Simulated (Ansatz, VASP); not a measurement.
## H: VASP beside Ansatz

INCAR

```
SYSTEM = H
  ALGO = Normal
  EDIFF = 1E-6
  EDIFFG = -0.01
  ENCUT = 600
  GGA = PS
  IBRION = 2
  ISIF = 3
  ISMEAR = 0
  LASPH = .TRUE.
  LCHARG = .FALSE.
  LREAL = .FALSE.
  LWAVE = .FALSE.
  NELM = 60
  NSW = 100
  PREC = Accurate
  SIGMA = 0.02
```

The input KPOINTS:

```
k-points
0
G
  8 8 8
  0 0 0
```

POSCAR

```
H
1.0
    1.7057830705     -2.7451130504      0.0000000000
    1.7057830705      2.7451130504      0.0000000000
    0.0000000000      0.0000000000      3.2984197594
H
2
Direct
    0.5691727531      0.4308272469      0.0000000000
    0.4308272469      0.5691727531      0.0000000000
```

Input for Ansatz:

```yaml
crystal:
  lattice:
    - [1.7057830705, -2.7451130504, 0.0]
    - [1.7057830705, 2.7451130504, 0.0]
    - [0.0, 0.0, 3.2984197594]
  atoms:
    - { symbol: H, position: [0.5691727531, 0.4308272469, 0.0] }
    - { symbol: H, position: [0.4308272469, 0.5691727531, 0.0] }
basis:
  ecutwfc: 420
kpoints:
  mp_grid: { grid: [8, 8, 8] }
hamiltonian:
  xc: pbesol
scf:
  occupations: { method: gaussian, width: 0.02 }
output:
  forces: true
  stress: true
  eigenvalues: true
relax:
  adjacent_minimum: "off"
  f_tol: 0.01
  max_steps: 80
  cell: { stress_tol: 0.05 }
```

Alike in both runs: task relaxation of cell and atoms; functional PBEsol; k mesh 8 × 8 × 8; occupations gaussian, width 0.02 eV; no spin polarisation.

```csv
,VASP,Ansatz
version,VASP 6.6.1,Ansatz 0.2.0
potentials or method,"VASP PAW PBE potentials, release 64 (H), cutoff 600 eV","scalar-relativistic, plane waves, PAW"
valence electrons in the cell,2,2
```

Ansatz gave:

| Property | Result |
| --- | --- |
| gap on the k mesh at the Fermi level, each at its own relaxed structure (eV) | 8.57 |
| relaxed volume (Å³/atom) | 17.19 |
| relaxed length of the cell vector where the two differ most in proportion (Å) | 3.479 |

Problem. Estimate VASP's values.

Solution. gap on the k mesh at the Fermi level, each at its own relaxed structure (eV): 8.25; relaxed volume (Å³/atom): 15.44; relaxed length of the cell vector where the two differ most in proportion (Å): 3.299.

VASP's potentials were made for PBE, not for PBEsol. One of these differences is far larger than is usual between the two programs; its cause wasn't traced.
